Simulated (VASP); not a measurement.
Al2Cu, 3 atoms in the cell. It takes space group Fmmm (No. 69, orthorhombic). Conventional cell: a = 5.513 Å, b = 5.764 Å, c = 6.072 Å, α = 90.00°, β = 90.00°, γ = 90.00°. Within 3.3 Å of Al (site symmetry 222) lie 4 Cu at 2.51 Å and 6 Al at 2.76 to 3.04 Å. Cu (site symmetry mmm) has 8 Al at 2.51 Å within 3.3 Å.  This cell differs from its parent crystal: strain +e along x and -e along y -0.0267, strain +e along z and -e/2 along x and y -0.0467.

```yaml
Program: VASP 6.6.1
Task: single point
Functional: PBE
Potentials_or_basis: VASP PAW PBE potentials, release 64 (Al, Cu)
Cutoff: 520 eV
k_mesh: 14 × 14 × 14
Occupations: gaussian, width 0.15 eV
Spin: no spin polarisation
Dipole_correction: no
Further_INCAR_settings: ALGO = Fast; EDIFF = 1e-06; NBANDS = 16
```

Potentials or basis: VASP PAW PBE potentials, release 64 (Al, Cu).

Run with:

```bash
$ cat potpaw_PBE.64/Al/POTCAR potpaw_PBE.64/Cu/POTCAR > POTCAR
$ mpirun -np 1 vasp_std > vasp.out
```

Hardware: 1 thread of AMD EPYC 9R45 96-Core Processor (Zen 5) (shared host).

Task: How long does it take, and how much memory?

Result: Wall time 3.7 min on 1 thread of AMD EPYC 9R45 96-Core Processor (Zen 5) (shared host), peak memory 0.39 GiB. Counts: scf iterations 17, k points 428.
